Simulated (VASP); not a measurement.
Runs of VASP 6.6.1 on Rh. The structure is that of space group Fm-3m (No. 225), or close to it. The cells are those of the table. 

```tsv
task	cell	k mesh	cutoff (eV)	smearing	gap on the mesh (eV)	pressure (GPa)	relaxed volume (Å³/atom)
relaxation of cell and atoms	relaxed from a = 2.673 Å, angles 60.0°, 1 atom	18 × 18 × 18	600	fermi-dirac 0.15 eV	none	0.0	(a)
single point	a = 2.676 Å, angles 60.0°, 1 atom	18 × 18 × 18	520	fermi-dirac 0.15 eV	none	-0.1	-
single point	a = 2.691 Å, angles 60.0°, 1 atom	8 × 8 × 8	520	gaussian 0.1 eV	none	-4.9	-
relaxation of cell and atoms	relaxed from a = 2.691 Å, angles 60.0°, 1 atom	18 × 18 × 18	600	gaussian 0.1 eV	none	0.0	13.49
single point	a = 2.673 Å, angles 60.0°, 1 atom	18 × 18 × 18	520	gaussian 0.1 eV	none	-0.1	-
```

Alike in all rows: level PBEsol; potentials or basis VASP PAW PBE potentials, release 64 (Rh_pv); no spin polarisation.

Q: Fill in the values left out.

A: (a) 13.54.

Caveats: the PAW data sets were made with another functional, which shifts forces and pressure a little; the cell stands under tension (at least some runs).

A k mesh can miss the band edges, and the runs leave out spin-orbit coupling on Rh.

A gap of «none» marks levels without a gap at the run's occupations.
